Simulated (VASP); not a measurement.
GaN, 2 atoms in the cell. It takes space group R3m (No. 160, trigonal). Conventional cell: a = 3.117 Å, b = 3.117 Å, c = 7.860 Å, α = 90.00°, β = 90.00°, γ = 120.00°. Ga (site symmetry 3m) has 4 N at 1.92 to 1.94 Å within 2.6 Å. N (site symmetry 3m) has 4 Ga at 1.92 to 1.94 Å within 2.6 Å.  This cell differs from its parent crystal: epitaxial 111 strain -2.0%.

| Item | Value |
| --- | --- |
| Program | VASP 6.6.1 |
| Task | single point |
| Functional | r2SCAN |
| Potentials or basis | VASP PAW PBE potentials, release 64 (Ga_d, N) |
| Cutoff | 520 eV |
| k mesh | 10 × 10 × 10 |
| Occupations | gaussian, width 0.01 eV |
| Spin | non-collinear spin, zero start, spin-orbit coupling |
| Starting moments | [[0.0, 0.0, 0.0], [0.0, 0.0, 0.0]] μB |
| Dipole correction | no |
| Further INCAR settings | ALGO = Normal; EDIFF = 1e-06; NBANDS = 30 |

Potentials or basis: VASP PAW PBE potentials, release 64 (Ga_d, N).

Launch:

```bash
$ cat potpaw_PBE.64/Ga_d/POTCAR potpaw_PBE.64/N/POTCAR > POTCAR
$ cp INCAR.step1 INCAR
$ mpirun -np 1 vasp_ncl > vasp.out
$ cp INCAR.step2 INCAR
$ mpirun -np 1 vasp_ncl > vasp.out
```

Hardware: 1 thread of AMD EPYC 9755 128-Core Processor, on a shared host.

Problem. Estimate the wall time of this run.

Solution. Wall time 37 min on 1 thread of AMD EPYC 9755 128-Core Processor, with other jobs on the host, peak memory 0.33 GiB. Counts: k points 220.
